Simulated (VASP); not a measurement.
# VO2 (P4_2/mnm) in VASP: notebook

Runs on VO2. Level: PBEsol. Tasks: single point.

Program: VASP 6.6.1. These are calculated values, not measurements. Logs are shortened: lines on timing, memory, paths and dates and some standing lists are left out, and cuts for length are marked.

**1. The cell of the first run**

The structure is tetragonal, space group P4_2/mnm (No. 136). The conventional cell has a = 4.530 Å, b = 4.530 Å, c = 2.869 Å, α = 90.00°, β = 90.00°, γ = 90.00°. Within 2.5 Å of V (site symmetry mmm) lie 6 O at 1.90 to 1.95 Å. O (site symmetry m2m) has 3 V at 1.90 to 1.95 Å and 1 O at 2.50 Å within 2.5 Å.

**2. Single point, PBEsol, collinear spin, ferromagnetic start**

The input, INCAR:

```
ALGO = Normal ; EDIFF = 1E-6
ENCUT = 600 ; GGA = PS
GGA_COMPAT = F ; ISIF = 2
ISMEAR = 0 ; ISPIN = 2
LASPH = T ; LCHARG = T
LELF = T ; LMAXMIX = 4
LORBIT = 11 ; LREAL = F
LVHAR = T ; LWAVE = F
MAGMOM = 1.5 1.5 0 0 0 0 ; NBANDS = 38
NELM = 200 ; PREC = Accurate
SIGMA = 0.1
```

The input, KPOINTS:

```
k-points
0
Gamma
  5 5 8
```

The input, POSCAR:

```
VO2
1.0
    4.5300000000      0.0000000000      0.0000000000
    0.0000000000      4.5300000000      0.0000000000
    0.0000000000      0.0000000000      2.8690000000
V O
2 4
Direct
    0.0000000000      0.0000000000      0.0000000000
    0.5000000000      0.5000000000      0.5000000000
    0.3050000000      0.3050000000      0.0000000000
    0.1950000000      0.8050000000      0.5000000000
    0.6950000000      0.6950000000      0.0000000000
    0.8050000000      0.1950000000      0.5000000000
```

Potentials or basis: VASP PAW PBE potentials, release 64 (V_sv, O).

On the command line:

```
> cat potpaw_PBE.64/V_sv/POTCAR potpaw_PBE.64/O/POTCAR > POTCAR
> mpirun -np 1 vasp_std > vasp.out
```

OUTCAR:

```text
EDIFF = 1E-6
   ENCUT = 600
   GGA = PS
   ISIF = 2
   ISMEAR = 0
   ISPIN = 2
   LASPH = T
   LORBIT = 11
   LREAL = F
   NELM = 200
   PREC = Accurate

 ion  position               nearest neighbor table
   1  0.000  0.000  0.000-   4 1.90   6 1.90   4 1.90   6 1.90   5 1.95   3 1.95
   2  0.500  0.500  0.500-   3 1.90   5 1.90   3 1.90   5 1.90   4 1.95   6 1.95
   3  0.305  0.305  0.000-   2 1.90   2 1.90   1 1.95
   4  0.195  0.805  0.500-   1 1.90   1 1.90   2 1.95
   5  0.695  0.695  0.000-   2 1.90   2 1.90   1 1.95
   6  0.805  0.195  0.500-   1 1.90   1 1.90   2 1.95

  LATTYP: Found a simple tetragonal cell.
 ALAT       =     4.5300000000
 C/A-ratio  =     0.6333333333

  Lattice vectors:

 A1 = (   4.5300000000,   0.0000000000,   0.0000000000)
 A2 = (   0.0000000000,   4.5300000000,   0.0000000000)
 A3 = (   0.0000000000,   0.0000000000,   2.8690000000)

Analysis of symmetry for initial positions (statically):
=====================================================================
 Subroutine PRICEL returns:
 Original cell was already a primitive cell.

 Routine SETGRP: Setting up the symmetry group for a
 simple tetragonal supercell.

 Subroutine GETGRP returns: Found 16 space group operations
 (whereof  8 operations were pure point group operations)
 out of a pool of 16 trial point group operations.

The static configuration has the point symmetry D_2h.
 The point group associated with its full space group is D_4h.

Analysis of symmetry for dynamics (positions and initial velocities):
=====================================================================
 Subroutine PRICEL returns:
 Original cell was already a primitive cell.

 Routine SETGRP: Setting up the symmetry group for a
 simple tetragonal supercell.

 Subroutine GETGRP returns: Found 16 space group operations
 (whereof  8 operations were pure point group operations)
 out of a pool of 16 trial point group operations.

The dynamic configuration has the point symmetry D_2h.
 The point group associated with its full space group is D_4h.

Analysis of structural, dynamic, and magnetic symmetry:
=====================================================================
 Subroutine PRICEL returns:
 Original cell was already a primitive cell.

 Routine SETGRP: Setting up the symmetry group for a
 simple tetragonal supercell.

 Subroutine GETGRP returns: Found 16 space group operations
 (whereof  8 operations were pure point group operations)
 out of a pool of 16 trial point group operations.

The overall configuration has the point symmetry D_2h.
[... 143 lines left out ...]
 maximum number of plane-waves:      1980
   NGX = 19   NGY = 19   NGZ = 11

 number of electron      49.9999991 magnetization       1.9995449

 Free energy of the ion-electron system (eV)
  ---------------------------------------------------
  ext. energy  EPLUGINS =         0.00000000
  ---------------------------------------------------
  free energy    TOTEN  =       -54.58629438 eV

  energy without entropy =      -54.56805536  energy(sigma->0) =      -54.57717487

 E-fermi :   6.2977     XC(G=0): -12.0711

 val. band max:        6.2937751435   @ k =   0.4000   0.4000   0.5000
 cond. band min:       6.3095382695   @ k =   0.4000   0.2000   0.1250
 fundamental gap:      0.0157631260
 Fermi energy:         6.2976537491

 spin component 1

 k-point     1 :       0.0000    0.0000    0.0000
  band No.  band energies     occupation
      1     -59.5550      1.00000
      2     -59.5450      1.00000
      3     -33.5103      1.00000
      4     -33.5103      1.00000
      5     -33.4508      1.00000
      6     -33.4298      1.00000
[... 949 lines left out ...]
     36      16.9706      0.00000
     37      18.7155      0.00000

 [... further k-points ...]

 spin component 2

 k-point     1 :       0.0000    0.0000    0.0000
  band No.  band energies     occupation
      1     -58.4793      1.00000
      2     -58.4687      1.00000
      3     -32.4495      1.00000
      4     -32.4409      1.00000
      5     -32.4409      1.00000
      6     -32.4270      1.00000
[... 949 lines left out ...]
     36      17.0776      0.00000
     37      18.9346      0.00000

 [... further k-points ...]

 [bands above 37 left out]

------------------------ aborting loop because EDIFF is reached ----------------------------------------

  FORCE on cell =-STRESS in cart. coord.  units (eV):
  Direction    XX          YY          ZZ          XY          YZ          ZX
  --------------------------------------------------------------------------------------
  -------------------------------------------------------------------------------------
  Total       -0.4775623     -0.4775623     -2.4723359     -0.0000000      0.0000000      0.0000000
  in kB      -12.9961181    -12.9961181    -67.2807934     -0.0000000      0.0000000      0.0000000
  external PRESSURE =     -31.0910099 kB  Pullay stress =       0.0000000 kB

 VOLUME and BASIS-vectors are now :
 -----------------------------------------------------------------------------
  energy-cutoff  :      600.00
  volume of cell :       58.87
      direct lattice vectors                 reciprocal lattice vectors
     4.530000000  0.000000000  0.000000000     0.220750552  0.000000000  0.000000000
     0.000000000  4.530000000  0.000000000     0.000000000  0.220750552  0.000000000
     0.000000000  0.000000000  2.869000000     0.000000000  0.000000000  0.348553503

 POSITION                                       TOTAL-FORCE (eV/Angst)
 -----------------------------------------------------------------------------------
      0.00000      0.00000      0.00000         0.000000     -0.000000      0.000000
      2.26500      2.26500      1.43450         0.000000     -0.000000      0.000000
      1.38165      1.38165      0.00000        -0.371503     -0.371503      0.000000
      0.88335      3.64665      1.43450         0.371503     -0.371503      0.000000
      3.14835      3.14835      0.00000         0.371503      0.371503      0.000000
      3.64665      0.88335      1.43450        -0.371503      0.371503      0.000000
 -----------------------------------------------------------------------------------
    total drift:                                0.000000      0.000000      0.000000

  FREE ENERGIE OF THE ION-ELECTRON SYSTEM (eV)
  ---------------------------------------------------
  free  energy   TOTEN  =       -54.5862943835 eV

  energy  without entropy=      -54.5680553649  energy(sigma->0) =      -54.57717487

 total charge

# of ion       s       p       d       tot
------------------------------------------
    1        2.291   6.350   2.933  11.574
    2        2.291   6.350   2.933  11.574
    3        1.564   3.466   0.000   5.030
    4        1.564   3.466   0.000   5.030
    5        1.564   3.466   0.000   5.030
    6        1.564   3.466   0.000   5.030
--------------------------------------------------
tot         10.838  26.565   5.866  43.268

 magnetization (x)

# of ion       s       p       d       tot
------------------------------------------
    1        0.014   0.011   1.011   1.036
    2        0.014   0.011   1.011   1.036
    3       -0.002  -0.047   0.000  -0.049
    4       -0.002  -0.047   0.000  -0.049
    5       -0.002  -0.047   0.000  -0.049
    6       -0.002  -0.047   0.000  -0.049
--------------------------------------------------
tot          0.019  -0.164   2.022   1.877
```

stdout:

```text
POSCAR found type information on POSCAR V O
 POSCAR found :  2 types and       6 ions
 scaLAPACK will be used
 -----------------------------------------------------------------------------
|                                                                             |
|                                                                             |
|     You enforced a specific xc type in the INCAR file but a different       |
|     I HOPE YOU KNOW WHAT YOU ARE DOING!                                     |
|                                                                             |
 -----------------------------------------------------------------------------

 LDA part: xc-table for (Slater+PW92), standard interpolation
 POSCAR, INCAR and KPOINTS ok, starting setup
 FFT: planning ... GRIDC
 FFT: planning ... GRID_SOFT
 FFT: planning ... GRID
 WAVECAR not read
 entering main loop
```

Wall time 2.2 min (1 thread of Intel Xeon Platinum 8259CL at 2.50GHz (Skylake/Cascade Lake), shared host); peak memory 0.27 GiB.

Results:

```yaml
Free_energy: -54.5863 eV
Pressure: -3.1 GPa
Largest_force: 0.525 eV/Å
Band_gap_on_the_k_mesh: zero (filled and empty bands overlap)
Net_moment: 2.00 μB per cell
Site_moments: V +1.04; O -0.05 μB
Valence_electrons_inside_the_program's_atomic_spheres: V 11.57; O 5.03
```

Forces on the atoms (eV/Å):
```
V    0.000  0.000  0.000
V    0.000  0.000  0.000
O   -0.372 -0.372  0.000
O    0.372 -0.372  0.000
O    0.372  0.372  0.000
O   -0.372  0.372  0.000
```

Levels at points of the mesh, in eV from the Fermi level:
Spin up:
```csv
k point,band 24,band 25,band 26,band 27,band 28,band 29
"(0.00, 0.00, 0.00)",-1.66,-0.93,-0.59,-0.39,-0.39,-0.21
"(0.00, 0.00, 0.50)",-3.25,0.32,0.32,0.36,0.36,1.14
```
Spin down:
```csv
k point,band 20,band 21,band 22,band 23,band 24,band 25,band 26,band 27,band 28,band 29
"(0.00, 0.00, 0.00)",-3.67,-2.28,-2.04,-2.04,-1.62,0.16,0.35,0.82,0.82,0.82
"(0.00, 0.00, 0.50)",-4.62,-4.02,-4.02,-3.20,-3.20,1.30,1.30,1.43,1.43,2.02
```

Caveat: the stress differs along the axes, from -7 to -1 GPa; the PAW data sets were made with another functional, which shifts forces and pressure a little; semilocal functionals often make such compounds metallic where correlation or magnetic order opens a gap, which also shifts bond lengths.

**3. Single point, PBEsol, collinear spin, ferromagnetic start**

The input, INCAR:

```
SYSTEM = VO2
PREC = Accurate
ENCUT = 600
EDIFF = 1E-6
ISMEAR = 0
SIGMA = 0.1
LREAL = .FALSE.
LASPH = .TRUE.
NELM = 200
ALGO = Normal
ISIF = 2
LWAVE = .FALSE.
LCHARG = .FALSE.
ISPIN = 2
MAGMOM = 1.5 1.5 0 0 0 0
LORBIT = 11
LMAXMIX = 4
GGA = PS
NBANDS = 38
GGA_COMPAT = .FALSE.
```

The input, KPOINTS:

```
Automatic mesh
0
G
  5 5 8
  0 0 0
```

POSCAR is that of step 2.

Potentials or basis: VASP PAW PBE potentials, release 64 (V_sv, O).

On the command line:

```
> cat potpaw_PBE.64/V_sv/POTCAR potpaw_PBE.64/O/POTCAR > POTCAR
> mpirun -np 1 vasp_std > vasp.out
```

Run time: 2.3 min. Hardware: 1 thread of Intel Xeon Platinum 8259CL at 2.50GHz (Skylake/Cascade Lake), shared host; peak memory 0.26 GiB.

The run converged. Its results:

* Free energy: -54.5863 eV
* Pressure: -3.1 GPa
* Largest force: 0.525 eV/Å
* Band gap on the k mesh: zero (filled and empty bands overlap)
* Net moment: 2.00 μB per cell
* Site moments: V +1.04; O -0.05 μB
* Valence electrons inside the program's atomic spheres: V 11.57; O 5.03

Forces in eV/Å, atoms in the order of the input:
```
V    0.000  0.000  0.000
V    0.000  0.000  0.000
O   -0.372 -0.372  0.000
O    0.372 -0.372  0.000
O    0.372  0.372  0.000
O   -0.372  0.372  0.000
```

Stress tensor (GPa, compression positive):
```
-1.30  0.00  0.00
 0.00 -1.30  0.00
 0.00  0.00 -6.73
```

Levels at points of the mesh, in eV from the Fermi level:
Spin up:
| k point | band 23 | band 24 | band 25 | band 26 | band 27 | band 28 | band 29 | band 30 |
| --- | --- | --- | --- | --- | --- | --- | --- | --- |
| (0.00, 0.00, 0.00) | -1.97 | -1.66 | -0.93 | -0.59 | -0.39 | -0.39 | -0.21 | 1.77 |
| (0.00, 0.00, 0.50) | -3.25 | -3.25 | 0.32 | 0.32 | 0.36 | 0.36 | 1.14 | 1.14 |
Spin down:
```
           k point  band 20  band 21  band 22  band 23  band 24  band 25  band 26  band 27  band 28  band 29
(0.00, 0.00, 0.00)    -3.67    -2.28    -2.04    -2.04    -1.62     0.16     0.35     0.82     0.82     0.82
(0.00, 0.00, 0.50)    -4.62    -4.02    -4.02    -3.20    -3.20     1.30     1.30     1.43     1.43     2.02
```

Caveat: the stress differs along the axes, from -7 to -1 GPa; the PAW data sets were made with another functional, which shifts forces and pressure a little; semilocal functionals often make such compounds metallic where correlation or magnetic order opens a gap, which also shifts bond lengths.
